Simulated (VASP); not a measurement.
# VH2 (R3m) in VASP: notebook

The runs below take VH2 through single point, with PBEsol, PBEsol+D3(BJ).

Program: VASP 6.6.1. These are calculated values, not measurements. Logs are shortened: lines on timing, memory, paths and dates and some standing lists are left out, and cuts for length are marked.

## 1. The cell of the first run

Symmetry: R3m, No. 160, trigonal system. The conventional cell has a = 2.966 Å, b = 2.966 Å, c = 7.266 Å, α = 90.00°, β = 90.00°, γ = 120.00°. V (site symmetry 3m) has 4 H at 1.36 to 1.75 Å within 1.8 Å. H (site symmetry 3m) has 1 V at 1.36 Å within 1.8 Å. Within 2.3 Å of H (site symmetry 3m) lie 4 V at 1.75 to 2.04 Å and 6 H at 1.98 to 2.24 Å.

## 2. Single point, PBEsol (shortest bond scaled by 0.75)

INCAR reads:

```
SYSTEM = VH2
ALGO = Normal
EDIFF = 1E-7
ENCUT = 520
GGA = PS
ISIF = 2
ISMEAR = -1
LASPH = .TRUE.
LCHARG = .FALSE.
LREAL = .FALSE.
LWAVE = .FALSE.
NBANDS = 14
NELM = 60
PREC = Accurate
SIGMA = 0.05
```

KPOINTS reads:

```
k-points
0
G
  11 11 11
  0 0 0
```

POSCAR reads:

```
VH2
1.0
    0.0000000000      2.0975786559      2.0975786559
    2.0975786559      0.0000000000      2.0975786559
    2.0975786559      2.0975786559      0.0000000000
V H
1 2
Direct
   -0.0312500000     -0.0312500000     -0.0312500000
    0.7812500000      0.7812500000      0.7812500000
    0.2500000000      0.2500000000      0.2500000000
```

Potentials or basis: VASP PAW PBE potentials, release 64 (V_sv, H).

On the command line:

```
cat potpaw_PBE.64/V_sv/POTCAR potpaw_PBE.64/H/POTCAR > POTCAR
mpirun -np 1 vasp_std > vasp.out
```

OUTCAR:

```text
SYSTEM = VH2
   EDIFF = 1E-7
   ENCUT = 520
   GGA = PS
   ISIF = 2
   ISMEAR = -1
   LASPH = .TRUE.
   LREAL = .FALSE.
   NELM = 60
   PREC = Accurate

 ion  position               nearest neighbor table
   1  0.969  0.969  0.969-   2 1.36   3 1.75   3 1.75   3 1.75
   2  0.781  0.781  0.781-   1 1.36
   3  0.250  0.250  0.250-   1 1.75   1 1.75   1 1.75

  LATTYP: Found a face centered cubic cell.
 ALAT       =     4.1951573118

  Lattice vectors:

 A1 = (   0.0000000000,   2.0975786559,   2.0975786559)
 A2 = (   2.0975786559,   0.0000000000,   2.0975786559)
 A3 = (   2.0975786559,   2.0975786559,   0.0000000000)

Analysis of symmetry for initial positions (statically):
=====================================================================
 Subroutine PRICEL returns:
 Original cell was already a primitive cell.

 Routine SETGRP: Setting up the symmetry group for a
 face centered cubic supercell.

 Subroutine GETGRP returns: Found  6 space group operations
 (whereof  6 operations were pure point group operations)
 out of a pool of 48 trial point group operations.

The static configuration has the point symmetry C_3v.

Analysis of symmetry for dynamics (positions and initial velocities):
=====================================================================
 Subroutine PRICEL returns:
 Original cell was already a primitive cell.

 Routine SETGRP: Setting up the symmetry group for a
 face centered cubic supercell.

 Subroutine GETGRP returns: Found  6 space group operations
 (whereof  6 operations were pure point group operations)
 out of a pool of 48 trial point group operations.

The dynamic configuration has the point symmetry C_3v.

 Subroutine INISYM returns: Found  6 space group operations
 (whereof  6 operations are pure point group operations),
 and found     1 'primitive' translations

----------------------------------------------------------------------------------------

                                     Primitive cell

  volume of cell :      18.4580

  direct lattice vectors                    reciprocal lattice vectors
     0.000000000  2.097578656  2.097578656    -0.238370084  0.238370084  0.238370084
     2.097578656  0.000000000  2.097578656     0.238370084 -0.238370084  0.238370084
     2.097578656  2.097578656  0.000000000     0.238370084  0.238370084 -0.238370084

  length of vectors
     2.966424183  2.966424183  2.966424183     0.412869096  0.412869096  0.412869096

  position of ions in fractional coordinates (direct lattice)
     0.968750000  0.968750000  0.968750000
     0.781250000  0.781250000  0.781250000
     0.250000000  0.250000000  0.250000000

  ion indices of the primitive-cell ions
   primitive index   ion index
                 1           1
                 2           2
                 3           3

----------------------------------------------------------------------------------------

 KPOINTS: k-points

Automatic generation of k-mesh.
 Grid dimensions read from file:
 generate k-points for:   11   11   11

 Generating k-lattice:

  Cartesian coordinates                     Fractional coordinates (reciprocal lattice)
    -0.021670008  0.021670008  0.021670008     0.090909091  0.000000000  0.000000000
     0.021670008 -0.021670008  0.021670008     0.000000000  0.090909091  0.000000000
     0.021670008  0.021670008 -0.021670008     0.000000000  0.000000000  0.090909091

  Length of vectors
     0.037533554  0.037533554  0.037533554

  Shift w.r.t. Gamma in fractional coordinates (k-lattice)
     0.000000000  0.000000000  0.000000000

 Subroutine IBZKPT returns following result:
 ===========================================

 Found    146 irreducible k-points:

 Following reciprocal coordinates:
            Coordinates               Weight
  0.000000  0.000000  0.000000      1.000000
  0.090909  0.000000  0.000000      6.000000
  0.090909  0.090909  0.090909      2.000000
  0.181818  0.000000  0.000000      6.000000
  0.181818  0.181818  0.181818      2.000000
  0.272727  0.000000  0.000000      6.000000
[... 16 lines left out ...]
  0.090909  0.090909 -0.363636      6.000000
  0.454545  0.363636  0.454545      6.000000
 [... further k-points ...]
   k-points           NKPTS =    146   k-points in BZ     NKDIM =    146   number of bands    NBANDS=     14
   number of dos      NEDOS =    301   number of ions     NIONS =      3
   total plane-waves  NPLWV =  13824
   dimension x,y,z NGX =    24 NGY =   24 NGZ =   24
   dimension x,y,z NGXF=    48 NGYF=   48 NGZF=   48
   ions per type =               1   2
   NGX,Y,Z   is equivalent  to a cutoff of  13.45, 13.45, 13.45 a.u.
   NGXF,Y,Z  is equivalent  to a cutoff of  26.90, 26.90, 26.90 a.u.
 SYSTEM =  VH2
   PREC   = accura    normal or accurate (medium, high low for compatibility)
   ISTART =      0    job   : 0-new  1-cont  2-samecut
   ICHARG =      2    charge: 1-file 2-atom 10-const
   ISPIN  =      1    spin polarized calculation?
[... 67 lines left out ...]
      6       5.3677      2.00000
      7       7.5469      2.00000
      8       7.5469      2.00000
      9       9.2203      0.00000
     10       9.2203      0.00000
     11      12.5525      0.00000
     12      24.2853      0.00000
     13      25.8661      0.00000
     14      25.8661      0.00000

 k-point     2 :       0.0909    0.0000    0.0000
  band No.  band energies     occupation
      1     -55.7871      2.00000
      2     -29.7214      2.00000
      3     -29.5729      2.00000
      4     -29.5484      2.00000
      5      -2.7474      2.00000
      6       5.1840      2.00000
      7       7.4222      2.00000
      8       7.6228      2.00000
      9       9.1647      0.00000
     10       9.1797      0.00000
     11      13.0338      0.00000
     12      22.6761      0.00000
     13      25.2678      0.00000
     14      25.8045      0.00000

 k-point     3 :       0.0909    0.0909    0.0909
  band No.  band energies     occupation
      1     -55.7869      2.00000
      2     -29.7478      2.00000
      3     -29.5485      2.00000
      4     -29.5485      2.00000
      5      -2.7236      2.00000
      6       4.9887      2.00000
      7       7.6400      2.00000
      8       7.6400      2.00000
      9       9.1664      0.00000
     10       9.1664      0.00000
     11      13.0810      0.00000
     12      22.7037      0.00000
     13      25.1102      0.00000
     14      25.7943      0.00000

 k-point     4 :       0.1818    0.0000    0.0000
  band No.  band energies     occupation
      1     -55.7740      2.00000
      2     -29.7549      2.00000
      3     -29.6393      2.00000
      4     -29.5591      2.00000
      5      -2.1248      2.00000
      6       4.6243      2.00000
      7       7.3608      2.00000
      8       7.7656      1.99999
      9       9.0746      0.00000
     10       9.1572      0.00000
     11      13.9687      0.00000
     12      20.3481      0.00000
     13      24.4363      0.00000
     14      25.4576      0.00000

 k-point     5 :       0.1818    0.1818    0.1818
  band No.  band energies     occupation
      1     -55.7733      2.00000
      2     -29.8416      2.00000
      3     -29.5597      2.00000
      4     -29.5597      2.00000
      5      -2.0309      2.00000
      6       4.1735      2.00000
      7       7.8359      1.99996
      8       7.8359      1.99996
      9       9.1025      0.00000
     10       9.1025      0.00000
     11      14.1571      0.00000
[... 276 lines left out ...]
 k-point    22 :       0.4545    0.0909    0.0000
  band No.  band energies     occupation
      1     -55.7315      2.00000
      2     -29.9621      2.00000
      3     -29.7359      2.00000
      4     -29.6072      2.00000
      5       0.4409      2.00000
      6       2.9696      2.00000
      7       7.3247      2.00000
      8       7.6542      2.00000
      9       9.7070      0.00000
     10      10.0706      0.00000
     11      13.2515      0.00000
     12      17.2956      0.00000
     13      20.3733      0.00000
     14      22.8225      0.00000

 k-point    23 :       0.0909    0.0909   -0.3636
  band No.  band energies     occupation
      1     -55.7316      2.00000
      2     -29.9455      2.00000
      3     -29.7571      2.00000
      4     -29.6018      2.00000
      5       0.4209      2.00000
      6       3.0113      2.00000
      7       7.2276      2.00000
      8       7.7241      2.00000
      9       9.6744      0.00000
     10      10.1049      0.00000
     11      13.1675      0.00000
     12      17.4314      0.00000
     13      20.4290      0.00000
     14      22.6333      0.00000

 k-point    24 :       0.4545    0.3636    0.4545
  band No.  band energies     occupation
      1     -55.7293      2.00000
      2     -30.1121      2.00000
      3     -29.6112      2.00000
      4     -29.6034      2.00000
      5       0.7101      2.00000
      6       2.7103      2.00000
      7       7.4614      2.00000
      8       7.8463      1.99995
      9       9.8581      0.00000
     10      10.0532      0.00000
     11      12.7064      0.00000
     12      18.0475      0.00000
     13      20.6588      0.00000
     14      22.3782      0.00000

 [... further k-points ...]
[... 5 lines left out ...]
  --------------------------------------------------------------------------------------
  -------------------------------------------------------------------------------------
  Total        1.6396002      1.6396002      1.6396002      2.2695026      2.2695026      2.2695026
  in kB      142.3192975    142.3192975    142.3192975    196.9955878    196.9955878    196.9955878
  external PRESSURE =     142.3192975 kB  Pullay stress =       0.0000000 kB

 VOLUME and BASIS-vectors are now :
 -----------------------------------------------------------------------------
  energy-cutoff  :      520.00
  volume of cell :       18.46
      direct lattice vectors                 reciprocal lattice vectors
     0.000000000  2.097578656  2.097578656    -0.238370084  0.238370084  0.238370084
     2.097578656  0.000000000  2.097578656     0.238370084 -0.238370084  0.238370084
     2.097578656  2.097578656  0.000000000     0.238370084  0.238370084 -0.238370084

 POSITION                                       TOTAL-FORCE (eV/Angst)
 -----------------------------------------------------------------------------------
      4.06406      4.06406      4.06406         4.491309      4.491309      4.491309
      3.27747      3.27747      3.27747        -4.115038     -4.115038     -4.115038
      1.04879      1.04879      1.04879        -0.376271     -0.376271     -0.376271
 -----------------------------------------------------------------------------------
    total drift:                                0.000000      0.000000     -0.000000

  FREE ENERGIE OF THE ION-ELECTRON SYSTEM (eV)
  ---------------------------------------------------
  free  energy   TOTEN  =       -15.8357514625 eV

  energy  without entropy=      -15.8223586234  energy(sigma->0) =      -15.82905504
```

Wall time 12 s (1 thread of Intel Xeon 6975P-C (Granite Rapids), shared host); peak memory 0.16 GiB.

What came out:

| Item | Value |
| --- | --- |
| Free energy | -15.8358 eV |
| Pressure | 14.2 GPa |
| Largest force | 7.779 eV/Å |

Forces in eV/Å, atoms in the order of the input:
```
V    4.491  4.491  4.491
H   -4.115 -4.115 -4.115
H   -0.376 -0.376 -0.376
```

Caveat: the cell differs from its parent crystal (shortest bond scaled by 0.75); the PAW data sets were made with another functional, which shifts forces and pressure a little.

## 3. Single point, PBEsol (shortest bond scaled by 0.75)

INCAR reads:

```
  PREC = Accurate
  ENCUT = 520
  EDIFF = 1E-6
  ISMEAR = -1
  SIGMA = 0.05
  LREAL = False
  LASPH = True
  NELM = 60
  ALGO = Normal
  ISIF = 2
  LWAVE = False
  LCHARG = True
  GGA = PS
  LELF = True
  LVHAR = True
  NBANDS = 14
```

KPOINTS reads:

```
Automatic mesh
0
Gamma
  11 11 11
```

POSCAR is that of step 2.

Potentials or basis: VASP PAW PBE potentials, release 64 (V_sv, H).

On the command line:

```
cat potpaw_PBE.64/V_sv/POTCAR potpaw_PBE.64/H/POTCAR > POTCAR
mpirun -np 1 vasp_std > vasp.out
```

Wall time 11 s (1 thread of Intel Xeon 6975P-C (Granite Rapids), shared host); peak memory 0.16 GiB.

Results (log left out):

* Free energy: -15.8358 eV
* Pressure: 14.2 GPa
* Largest force: 7.780 eV/Å

Forces on the atoms (eV/Å):
```
V    4.492  4.492  4.492
H   -4.115 -4.115 -4.115
H   -0.376 -0.376 -0.376
```

Stress tensor (GPa, compression positive):
```
14.16 19.70 19.70
19.70 14.16 19.70
19.70 19.70 14.16
```

Levels at points of the mesh, in eV from the Fermi level:
```csv
k point,band 5,band 6,band 7,band 8,band 9,band 10,band 11,band 12
"(0.00, 0.00, 0.00)",-11.34,-3.01,-0.83,-0.83,0.84,0.84,4.17,15.91
```

Caveat: the cell differs from its parent crystal (shortest bond scaled by 0.75); the PAW data sets were made with another functional, which shifts forces and pressure a little.

## 4. Single point, PBEsol (shortest bond scaled by 0.7)

INCAR reads:

```
SYSTEM = VH2
ALGO = Normal ; EDIFF = 1E-6
ENCUT = 520 ; GGA = PS
ISIF = 2 ; ISMEAR = -1
LASPH = .True. ; LCHARG = .True.
LELF = .True. ; LREAL = .False.
LVHAR = .True. ; LWAVE = .False.
NBANDS = 14 ; NELM = 100
PREC = Accurate ; SIGMA = 0.05
```

KPOINTS reads:

```
k-points
0
Gamma
  11 11 11
  0 0 0
```

POSCAR reads:

```
VH2
1.0
    0.0000000000      2.0975786559      2.0975786559
    2.0975786559      0.0000000000      2.0975786559
    2.0975786559      2.0975786559      0.0000000000
V H
1 2
Direct
   -0.0375000000     -0.0375000000     -0.0375000000
    0.7875000000      0.7875000000      0.7875000000
    0.2500000000      0.2500000000      0.2500000000
```

On the command line:

```
cat potpaw_PBE.64/V_sv/POTCAR potpaw_PBE.64/H/POTCAR > POTCAR
mpirun -np 1 vasp_std > vasp.out
```

Run time: 11 s. Hardware: 1 thread of Intel Xeon 6975P-C (Granite Rapids), shared host; peak memory 0.16 GiB.

It converged, with:

```
Free energy   : -15.0081 eV
Pressure      : 24.4 GPa
Largest force : 11.339 eV/Å
```

Forces in eV/Å, atoms in the order of the input:
```
V    6.546  6.546  6.546
H   -6.107 -6.107 -6.107
H   -0.440 -0.440 -0.440
```

Stress tensor (GPa, compression positive):
```
24.43 29.08 29.08
29.08 24.43 29.08
29.08 29.08 24.43
```

Levels at points of the mesh, in eV from the Fermi level:
```
           k point  band 5  band 6  band 7  band 8  band 9  band 10  band 11  band 12
(0.00, 0.00, 0.00)  -11.19   -3.47   -0.76   -0.76    0.87     0.87     4.99    15.92
```

Caveat: the cell differs from its parent crystal (shortest bond scaled by 0.7); the PAW data sets were made with another functional, which shifts forces and pressure a little.

## 5. Single point, PBEsol+D3(BJ)

INCAR reads:

```
  PREC = Accurate
  ENCUT = 520
  EDIFF = 1E-6
  ISMEAR = -4
  SIGMA = 0.1
  LREAL = F
  LASPH = T
  NELM = 100
  ALGO = Normal
  ISIF = 2
  LWAVE = F
  LCHARG = T
  GGA = PS
  IVDW = 12
  LELF = T
  LVHAR = T
  NBANDS = 14
```

KPOINTS reads:

```
Automatic mesh
0
Gamma
  11 11 11
```

POSCAR reads:

```
VH2
1.0
    0.0000000000      2.0975786559      2.0975786559
    2.0975786559      0.0000000000      2.0975786559
    2.0975786559      2.0975786559      0.0000000000
V H
1 2
Direct
   -0.0312500000     -0.0312500000     -0.0312500000
    0.7812500000      0.7812500000      0.7812500000
    0.2500000000      0.2500000000      0.2500000000
```

On the command line:

```
cat potpaw_PBE.64/V_sv/POTCAR potpaw_PBE.64/H/POTCAR > POTCAR
mpirun -np 1 vasp_std > vasp.out
```

It took 11 s on 1 thread of Intel Xeon 6975P-C (Granite Rapids), shared host; peak memory 0.18 GiB.

Results (log left out):

- Free energy: -16.5596 eV
- Pressure: 7.7 GPa
- Largest force: 7.778 eV/Å
- Dispersion energy per atom: -0.249 eV

Forces on the atoms (eV/Å):
```
V    4.491  4.491  4.491
H   -4.108 -4.108 -4.108
H   -0.382 -0.382 -0.382
```

Stress tensor (GPa, compression positive):
```
 7.73 19.59 19.59
19.59  7.73 19.59
19.59 19.59  7.73
```

Levels at points of the mesh, in eV from the Fermi level:
| k point | band 4 | band 5 | band 6 | band 7 | band 8 | band 9 | band 10 | band 11 | band 12 | band 13 |
| --- | --- | --- | --- | --- | --- | --- | --- | --- | --- | --- |
| (0.00, 0.00, 0.00) | -37.93 | -11.35 | -3.02 | -0.84 | -0.84 | 0.84 | 0.84 | 4.17 | 15.90 | 17.48 |

Caveat: the PAW data sets were made with another functional, which shifts forces and pressure a little; pairwise dispersion overbinds metals, which lowers pressure and volume.

## 6. Single point, PBEsol+D3(BJ)

INCAR reads:

```
SYSTEM = VH2
PREC = Accurate ; ENCUT = 520
EDIFF = 1E-6 ; ISMEAR = -1
SIGMA = 0.05 ; LREAL = .FALSE.
LASPH = .TRUE. ; NELM = 60
ALGO = Normal ; ISIF = 2
LWAVE = .FALSE. ; LCHARG = .TRUE.
GGA = PS ; IVDW = 12
LELF = .TRUE. ; LVHAR = .TRUE.
NBANDS = 14 ; ISYM = 0
```

KPOINTS reads:

```
Automatic mesh
0
G
  11 11 11
  0 0 0
```

POSCAR is that of step 5.

Potentials or basis: VASP PAW PBE potentials, release 64 (V_sv, H).

On the command line:

```
cat potpaw_PBE.64/V_sv/POTCAR potpaw_PBE.64/H/POTCAR > POTCAR
mpirun -np 1 vasp_std > vasp.out
```

Run time: 53 s. Hardware: 1 thread of Intel Xeon Platinum 8559C (Emerald Rapids), shared host; peak memory 0.3 GiB.

Results (log left out):

| Quantity | Value |
| --- | --- |
| Free energy | -16.5837 eV |
| Pressure | 7.6 GPa |
| Largest force | 7.780 eV/Å |
| Dispersion energy per atom | -0.249 eV |

Forces on the atoms (eV/Å):
```
V    4.492  4.492  4.492
H   -4.115 -4.115 -4.115
H   -0.376 -0.376 -0.376
```

Stress tensor (GPa, compression positive):
```
 7.59 19.70 19.70
19.70  7.59 19.70
19.70 19.70  7.59
```

Levels at points of the mesh, in eV from the Fermi level:
| k point | band 3 | band 4 | band 5 | band 6 | band 7 | band 8 | band 9 | band 10 | band 11 | band 12 |
| --- | --- | --- | --- | --- | --- | --- | --- | --- | --- | --- |
| (0.00, 0.00, 0.00) | -37.92 | -37.92 | -11.34 | -3.01 | -0.83 | -0.83 | 0.84 | 0.84 | 4.17 | 15.91 |

Caveat: the PAW data sets were made with another functional, which shifts forces and pressure a little; pairwise dispersion overbinds metals, which lowers pressure and volume.

## 7. Overview

| level | smearing | gap on the mesh (eV) | pressure (GPa) | largest force (eV/Å) |
| --- | --- | --- | --- | --- |
| PBEsol | fermi-dirac 0.05 eV | none | 24.4 | 11.34 |
| PBEsol+D3(BJ) | tetrahedron | none | 7.7 | 7.78 |
| PBEsol+D3(BJ) | fermi-dirac 0.05 eV | none | 7.6 | 7.78 |

Some of these runs hold the atoms at other places in the same cell, which the table doesn't show; runs alike in all that it shows share one row.

Alike in all rows: task single point; potentials or basis VASP PAW PBE potentials, release 64 (V_sv, H); no spin polarisation; cell as given; k mesh 11 × 11 × 11; cutoff (eV) 520.

Caveats: the PAW data sets were made with another functional, which shifts forces and pressure a little; pairwise dispersion overbinds metals, which lowers pressure and volume (some runs).

Absolute energies hang on the potentials; compare differences alone.
